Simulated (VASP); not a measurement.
# SnSe2 (P-3m1) in VASP: notebook

Runs on SnSe2. Level: PBE. Tasks: single point.

Program: VASP 6.6.1. These are calculated values, not measurements. Logs are shortened: lines on timing, memory, paths and dates and some standing lists are left out, and cuts for length are marked.

### 1 The cell of the first run

The structure is trigonal, space group P-3m1 (No. 164). Conventional cell: a = 3.672 Å, b = 3.672 Å, c = 5.978 Å, α = 90.00°, β = 90.00°, γ = 120.00°. Within 3.5 Å of Sn (site symmetry -3m) lie 6 Se at 2.66 Å. Within 3.5 Å of Se (site symmetry 3m) lie 3 Sn at 2.66 Å and 3 Se at 3.48 Å.

### 2 Single point, PBE (strain -4.0%)

The input, INCAR:

```
SYSTEM = SnSe2
ALGO = Normal ; EDIFF = 1E-6
ENCUT = 520 ; GGA = PE
ISIF = 2 ; ISMEAR = 0
LASPH = .True. ; LCHARG = .True.
LELF = .True. ; LREAL = .False.
LVHAR = .True. ; LWAVE = .False.
NBANDS = 20 ; NELM = 100
PREC = Accurate ; SIGMA = 0.01
```

The input, KPOINTS:

```
k-points
0
Gamma
  6 6 2
  0 0 0
```

The input, POSCAR:

```
SnSe2
1.0
    3.6721433567      0.0000000000      0.0000000000
   -1.8360716783      3.1801694332      0.0000000000
    0.0000000000      0.0000000000      5.9779959018
Sn Se
1 2
Direct
    0.0000000000      0.0000000000      0.0000000000
    0.3333333333      0.6666666667      0.2691440203
    0.6666666667      0.3333333333      0.7308559797
```

Potentials or basis: VASP PAW PBE potentials, release 64 (Sn_d, Se).

Launch:

```sh
cat potpaw_PBE.64/Sn_d/POTCAR potpaw_PBE.64/Se/POTCAR > POTCAR
mpirun -np 1 vasp_std > vasp.out
```

OUTCAR:

```text
SYSTEM = SnSe2
   EDIFF = 1E-6
   ENCUT = 520
   GGA = PE
   ISIF = 2
   ISMEAR = 0
   LASPH = .True.
   LREAL = .False.
   NELM = 100
   PREC = Accurate

 ion  position               nearest neighbor table
   1  0.000  0.000  0.000-   2 2.66   3 2.66   2 2.66   3 2.66   3 2.66   2 2.66
   2  0.333  0.667  0.269-   1 2.66   1 2.66   1 2.66
   3  0.667  0.333  0.731-   1 2.66   1 2.66   1 2.66

  LATTYP: Found a hexagonal cell.
 ALAT       =     3.6721433567
 C/A-ratio  =     1.6279309714

  Lattice vectors:

 A1 = (   3.6721433567,   0.0000000000,   0.0000000000)
 A2 = (  -1.8360716783,   3.1801694332,   0.0000000000)
 A3 = (   0.0000000000,   0.0000000000,   5.9779959018)

Analysis of symmetry for initial positions (statically):
=====================================================================
 Subroutine PRICEL returns:
 Original cell was already a primitive cell.

 Routine SETGRP: Setting up the symmetry group for a
 hexagonal supercell.

 Subroutine GETGRP returns: Found 12 space group operations
 (whereof 12 operations were pure point group operations)
 out of a pool of 24 trial point group operations.

The static configuration has the point symmetry D_3d.

Analysis of symmetry for dynamics (positions and initial velocities):
=====================================================================
 Subroutine PRICEL returns:
 Original cell was already a primitive cell.

 Routine SETGRP: Setting up the symmetry group for a
 hexagonal supercell.

 Subroutine GETGRP returns: Found 12 space group operations
 (whereof 12 operations were pure point group operations)
 out of a pool of 24 trial point group operations.

The dynamic configuration has the point symmetry D_3d.

 Subroutine INISYM returns: Found 12 space group operations
 (whereof 12 operations are pure point group operations),
 and found     1 'primitive' translations

----------------------------------------------------------------------------------------

                                     Primitive cell

  volume of cell :      69.8113

  direct lattice vectors                    reciprocal lattice vectors
     3.672143357  0.000000000  0.000000000     0.272320523  0.157224327  0.000000000
    -1.836071678  3.180169433  0.000000000     0.000000000  0.314448655  0.000000000
     0.000000000  0.000000000  5.977995902     0.000000000  0.000000000  0.167280141

  length of vectors
     3.672143357  3.672143357  5.977995902     0.314448655  0.314448655  0.167280141

  position of ions in fractional coordinates (direct lattice)
     0.000000000  0.000000000  0.000000000
     0.333333333  0.666666667  0.269144020
     0.666666667  0.333333333  0.730855980

  ion indices of the primitive-cell ions
   primitive index   ion index
                 1           1
                 2           2
                 3           3

----------------------------------------------------------------------------------------

 KPOINTS: k-points

Automatic generation of k-mesh.
 Grid dimensions read from file:
 generate k-points for:    6    6    2

 Generating k-lattice:

  Cartesian coordinates                     Fractional coordinates (reciprocal lattice)
     0.045386754  0.026204055  0.000000000     0.166666667  0.000000000  0.000000000
     0.000000000  0.052408109  0.000000000     0.000000000  0.166666667  0.000000000
     0.000000000  0.000000000  0.083640071     0.000000000  0.000000000  0.500000000

  Length of vectors
     0.052408109  0.052408109  0.083640071

  Shift w.r.t. Gamma in fractional coordinates (k-lattice)
     0.000000000  0.000000000  0.000000000

 Subroutine IBZKPT returns following result:
 ===========================================

 Found     14 irreducible k-points:

 Following reciprocal coordinates:
            Coordinates               Weight
  0.000000  0.000000  0.000000      1.000000
  0.166667 -0.000000  0.000000      6.000000
  0.333333 -0.000000  0.000000      6.000000
  0.500000 -0.000000  0.000000      3.000000
  0.166667  0.166667  0.000000      6.000000
  0.333333  0.166667  0.000000     12.000000
  0.333333  0.333333  0.000000      2.000000
  0.000000  0.000000  0.500000      1.000000
  0.166667 -0.000000  0.500000      6.000000
  0.333333 -0.000000  0.500000      6.000000
  0.500000 -0.000000  0.500000      3.000000
  0.166667  0.166667  0.500000      6.000000
  0.333333  0.166667  0.500000     12.000000
  0.333333  0.333333  0.500000      2.000000
   k-points           NKPTS =     14   k-points in BZ     NKDIM =     14   number of bands    NBANDS=     20
   number of dos      NEDOS =    301   number of ions     NIONS =      3
   total plane-waves  NPLWV =  37632
   dimension x,y,z NGX =    28 NGY =   28 NGZ =   48
   dimension x,y,z NGXF=    56 NGYF=   56 NGZF=   96
   ions per type =               1   2
   NGX,Y,Z   is equivalent  to a cutoff of  12.68, 12.68, 13.35 a.u.
   NGXF,Y,Z  is equivalent  to a cutoff of  25.35, 25.35, 26.70 a.u.
 SYSTEM =  SnSe2
   PREC   = accura    normal or accurate (medium, high low for compatibility)
   ISTART =      0    job   : 0-new  1-cont  2-samecut
   ICHARG =      2    charge: 1-file 2-atom 10-const
   ISPIN  =      1    spin polarized calculation?
   LNONCOLLINEAR =      F non collinear calculations
   LSORBIT =      F    spin-orbit coupling
   LASPH  =      T    aspherical Exc in radial PAW
   ENCUT  =  520.0 eV  38.22 Ry    6.18 a.u.   6.83  6.83 11.12*2*pi/ulx,y,z
   NELM   =    100;   NELMIN=  2; NELMDL= -5     # of ELM steps
   EDIFF  = 0.1E-05   stopping-criterion for ELM
   LREAL  =      F    real-space projection
   EDIFFG = 0.1E-04   stopping-criterion for IOM
   NSW    =      0    number of steps for IOM
   IBRION =     -1    ionic relax: 0-MD 1-quasi-New 2-CG
   NFREE  =      0    steps in history (QN), initial steepest desc. (CG)
   ISIF   =      2    stress and relaxation
   ISYM   =      2    0-nonsym 1-usesym 2-fastsym
   POTIM  = 0.5000    time-step for ionic-motion
   TEBEG  =    0.0;   TEEND  =   0.0 temperature during run
   PSTRESS=    0.0 pullay stress
   NELECT =      26.0000    total number of electrons
   NUPDOWN=      -1.0000    fix difference up-down
   EMIN   =  10.00;   EMAX   =-10.00  energy-range for DOS
   EFERMI =   0.00;   METHOD = LEGACY
   ISMEAR =     0;   SIGMA  =   0.01  broadening in eV -4-tet -1-fermi 0-gaus
   EFERMI_NEDOS =   21; number of points for ismear=-14 and -15
   IALGO  =     38    algorithm
   IMIX   =      4    mixing-type and parameters
     AMIX     =   0.40;   BMIX     =  1.00
     AMIX_MAG =   1.60;   BMIX_MAG =  1.00
  volume/ion in A,a.u.               =      23.27       157.04
  Fermi-wavevector in a.u.,A,eV,Ry     =   1.177852  2.225818 18.875848  1.387336
  Thomas-Fermi vector in A             =   2.314191
   LORBIT       =      0    0 simple, 1 ext, 2 COOP (PROOUT), +10 PAW based schemes
   GGA     = PE    functional components
   LHFCALC =     F    Hartree Fock is set to
   AEXX    =    0.0000 exact exchange contribution
   IVDW    =     0    specifies the selected vdW correction
   LEPSILON=     F    determine dielectric tensor
   LRPA    =     F    only Hartree local field effects (RPA)
 non-spin polarized calculation
 Gauss-broadening in eV      SIGMA  =   0.01
  energy-cutoff  :      520.00
  volume of cell :       69.81
 maximum number of plane-waves:      1905
 NGX is ok and might be reduce to    28
   NGX = 13   NGY = 13   NGZ = 23

 number of electron      26.0000006 magnetization

 Free energy of the ion-electron system (eV)
  ---------------------------------------------------
  ext. energy  EPLUGINS =         0.00000000
  ---------------------------------------------------
  free energy    TOTEN  =       -11.53424331 eV

  energy without entropy =      -11.53424331  energy(sigma->0) =      -11.53424331

 E-fermi :   5.4879     XC(G=0): -10.0163

 val. band max:        5.4283136203   @ k =   0.1667  -0.0000   0.0000
 cond. band min:       6.0504589487   @ k =   0.5000  -0.0000   0.5000
 fundamental gap:      0.6221453284
 Fermi energy:         5.4879048133

 k-point     1 :       0.0000    0.0000    0.0000
  band No.  band energies     occupation
      1     -16.0162      2.00000
      2     -16.0162      2.00000
      3     -15.9618      2.00000
      4     -15.9443      2.00000
      5     -15.9443      2.00000
      6      -9.1050      2.00000
[... 12 lines left out ...]
     19      14.6417      0.00000
     20      14.6417      0.00000

 k-point     2 :       0.1667   -0.0000    0.0000
  band No.  band energies     occupation
      1     -16.0312      2.00000
      2     -16.0015      2.00000
      3     -15.9571      2.00000
      4     -15.9491      2.00000
      5     -15.9436      2.00000
      6      -8.7950      2.00000
[... 12 lines left out ...]
     19      13.5249      0.00000
     20      14.8064      0.00000

 k-point     3 :       0.3333   -0.0000    0.0000
  band No.  band energies     occupation
      1     -16.0676      2.00000
      2     -15.9824      2.00000
      3     -15.9753      2.00000
      4     -15.9315      2.00000
      5     -15.9245      2.00000
      6      -7.9566      2.00000
[... 12 lines left out ...]
     19      14.8615      0.00000
     20      15.5701      0.00000

 k-point     4 :       0.5000   -0.0000    0.0000
  band No.  band energies     occupation
      1     -16.0873      2.00000
      2     -15.9832      2.00000
      3     -15.9795      2.00000
      4     -15.9187      2.00000
      5     -15.9118      2.00000
      6      -7.2093      2.00000
[... 199 lines left out ...]
 k-point    13 :       0.3333    0.1667    0.5000
  band No.  band energies     occupation
      1     -16.0671      2.00000
      2     -15.9966      2.00000
      3     -15.9714      2.00000
      4     -15.9337      2.00000
      5     -15.9129      2.00000
      6      -7.0903      2.00000
[... 12 lines left out ...]
     19      13.5315      0.00000
     20      15.6334      0.00000

 k-point    14 :       0.3333    0.3333    0.5000
  band No.  band energies     occupation
      1     -16.0344      2.00000
      2     -16.0344      2.00000
      3     -15.9489      2.00000
      4     -15.9489      2.00000
      5     -15.9156      2.00000
      6      -6.6394      2.00000
[... 12 lines left out ...]
     19      14.9902      0.00000
     20      14.9906      0.00000

------------------------ aborting loop because EDIFF is reached ----------------------------------------

  FORCE on cell =-STRESS in cart. coord.  units (eV):
  Direction    XX          YY          ZZ          XY          YZ          ZX
  --------------------------------------------------------------------------------------
  -------------------------------------------------------------------------------------
  Total        4.8425687      4.8425687      3.0760270      0.0000000      0.0000000      0.0000000
  in kB      111.1375650    111.1375650     70.5952096      0.0000000      0.0000000      0.0000000
  external PRESSURE =      97.6234465 kB  Pullay stress =       0.0000000 kB

 VOLUME and BASIS-vectors are now :
 -----------------------------------------------------------------------------
  energy-cutoff  :      520.00
  volume of cell :       69.81
      direct lattice vectors                 reciprocal lattice vectors
     3.672143357  0.000000000  0.000000000     0.272320523  0.157224327  0.000000000
    -1.836071678  3.180169433  0.000000000     0.000000000  0.314448655  0.000000000
     0.000000000  0.000000000  5.977995902     0.000000000  0.000000000  0.167280141

 POSITION                                       TOTAL-FORCE (eV/Angst)
 -----------------------------------------------------------------------------------
      0.00000      0.00000      0.00000         0.000000      0.000000     -0.000000
     -0.00000      2.12011      1.60894        -0.000000     -0.000000      0.306546
      1.83607      1.06006      4.36905         0.000000      0.000000     -0.306546
 -----------------------------------------------------------------------------------
    total drift:                               -0.000000     -0.000000      0.000000

  FREE ENERGIE OF THE ION-ELECTRON SYSTEM (eV)
  ---------------------------------------------------
  free  energy   TOTEN  =       -11.5342433089 eV

  energy  without entropy=      -11.5342433089  energy(sigma->0) =      -11.53424331
```

Run time: 14 s. Hardware: 1 thread of Intel Xeon Platinum 8488C (Sapphire Rapids), shared host; peak memory 0.19 GiB.

Results:

```
Free energy            : -11.5342 eV
Pressure               : 9.8 GPa
Largest force          : 0.307 eV/Å
Band gap on the k mesh : 0.62 eV, indirect (least direct gap 1.58 eV)
```

Forces on the atoms (eV/Å):
```
Sn   0.000  0.000  0.000
Se   0.000  0.000  0.307
Se   0.000  0.000 -0.307
```

Stress tensor (GPa, compression positive):
```
11.11  0.00  0.00
 0.00 11.11  0.00
 0.00  0.00  7.06
```

Caveat: the k points lie up to 0.53 Å⁻¹ apart; the cell differs from its parent crystal (strain -4.0%); spin-orbit coupling is left out, which moves the levels of the heavy elements. A k mesh can miss the band edges.

### 3 Single point, PBE (strain -3.0%)

The input, INCAR:

```
ALGO = Normal
EDIFF = 1E-6
ENCUT = 520
GGA = PE
ISIF = 2
ISMEAR = 0
LASPH = True
LCHARG = False
LREAL = False
LWAVE = False
NBANDS = 20
NELM = 80
PREC = Accurate
SIGMA = 0.01
```

The input, KPOINTS:

```
k-points
0
Gamma
  6 6 2
```

The input, POSCAR:

```
SnSe2
1.0
    3.7103948499      0.0000000000      0.0000000000
   -1.8551974250      3.2132961981      0.0000000000
    0.0000000000      0.0000000000      6.0402666924
Sn Se
1 2
Direct
    0.0000000000      0.0000000000      0.0000000000
    0.3333333333      0.6666666667      0.2651301888
    0.6666666667      0.3333333333      0.7348698112
```

Potentials or basis: VASP PAW PBE potentials, release 64 (Sn_d, Se).

Launch:

```sh
cat potpaw_PBE.64/Sn_d/POTCAR potpaw_PBE.64/Se/POTCAR > POTCAR
mpirun -np 1 vasp_std > vasp.out
```

It took 14 s on 1 thread of Intel Xeon Platinum 8488C (Sapphire Rapids), shared host; peak memory 0.19 GiB.

Results (log left out):

| Quantity | Value |
| --- | --- |
| Free energy | -11.6396 eV |
| Pressure | 7.7 GPa |
| Largest force | 0.298 eV/Å |
| Band gap on the k mesh | 0.66 eV, indirect (least direct gap 1.49 eV) |

Forces on the atoms (eV/Å):
```
Sn   0.000  0.000  0.000
Se   0.000  0.000  0.298
Se   0.000  0.000 -0.298
```

Stress tensor (GPa, compression positive):
```
8.71 0.00 0.00
0.00 8.71 0.00
0.00 0.00 5.65
```

Levels at points of the mesh, in eV from the valence-band top:
| k point | band 11 | band 12 | band 13 | band 14 | band 15 | band 16 |
| --- | --- | --- | --- | --- | --- | --- |
| (0.00, 0.00, 0.00) | -0.29 | -0.29 | -0.22 | 1.26 | 3.30 | 4.87 |
| (0.50, 0.00, 0.00) | -2.61 | -1.79 | -0.27 | 1.33 | 3.69 | 5.00 |
| (0.00, 0.00, 0.50) | -0.66 | -0.04 | -0.04 | 3.00 | 3.22 | 4.51 |
| (0.50, 0.00, 0.50) | -2.22 | -1.10 | -0.86 | 0.66 | 3.81 | 4.61 |

Caveat: the k points lie up to 0.52 Å⁻¹ apart; the cell differs from its parent crystal (strain -3.0%); spin-orbit coupling is left out, which moves the levels of the heavy elements. A k mesh can miss the band edges.

### 4 Single point, PBE (strain -2.0%)

The input, INCAR:

```
PREC = Accurate
ENCUT = 520
EDIFF = 1E-6
ISMEAR = 0
SIGMA = 0.01
LREAL = False
LASPH = True
NELM = 80
ALGO = Normal
ISIF = 2
LWAVE = False
LCHARG = False
GGA = PE
NBANDS = 20
```

The input, KPOINTS:

```
Automatic mesh
0
Gamma
  6 6 2
```

The input, POSCAR:

```
SnSe2
1.0
    3.7486463432      0.0000000000      0.0000000000
   -1.8743231716      3.2464229631      0.0000000000
    0.0000000000      0.0000000000      6.1025374831
Sn Se
1 2
Direct
    0.0000000000      0.0000000000      0.0000000000
    0.3333333333      0.6666666667      0.2611725953
    0.6666666667      0.3333333333      0.7388274047
```

Launch:

```sh
cat potpaw_PBE.64/Sn_d/POTCAR potpaw_PBE.64/Se/POTCAR > POTCAR
mpirun -np 1 vasp_std > vasp.out
```

Wall time 17 s (1 thread of Intel Xeon Platinum 8488C (Sapphire Rapids), shared host); peak memory 0.19 GiB.

It converged, with:

| Property | Result |
| --- | --- |
| Free energy | -11.7207 eV |
| Pressure | 5.9 GPa |
| Largest force | 0.283 eV/Å |
| Band gap on the k mesh | 0.70 eV, indirect (least direct gap 1.37 eV) |

Forces on the atoms (eV/Å):
```
Sn   0.000  0.000  0.000
Se   0.000  0.000  0.283
Se   0.000  0.000 -0.283
```

Stress tensor (GPa, compression positive):
```
6.57 0.00 0.00
0.00 6.57 0.00
0.00 0.00 4.48
```

Levels at points of the mesh, in eV from the valence-band top:
```
           k point  band 10  band 11  band 12  band 13  band 14  band 15  band 16  band 17
(0.00, 0.00, 0.00)    -0.50    -0.27    -0.27    -0.18     1.19     3.24     4.81     4.81
(0.50, 0.00, 0.00)    -3.25    -2.54    -1.59    -0.25     1.28     3.73     5.14     5.23
(0.00, 0.00, 0.50)    -0.64    -0.64    -0.06    -0.06     2.82     3.15     4.49     4.49
(0.50, 0.00, 0.50)    -2.30    -2.13    -0.99    -0.77     0.70     3.97     4.65     5.65
```

Caveat: the k points lie up to 0.51 Å⁻¹ apart; the cell differs from its parent crystal (strain -2.0%); spin-orbit coupling is left out, which moves the levels of the heavy elements; this functional lacks dispersion, which binds the layers, so the pressure and a relaxed spacing across them are unreliable. A k mesh can miss the band edges.

[end of part 1 of 2]
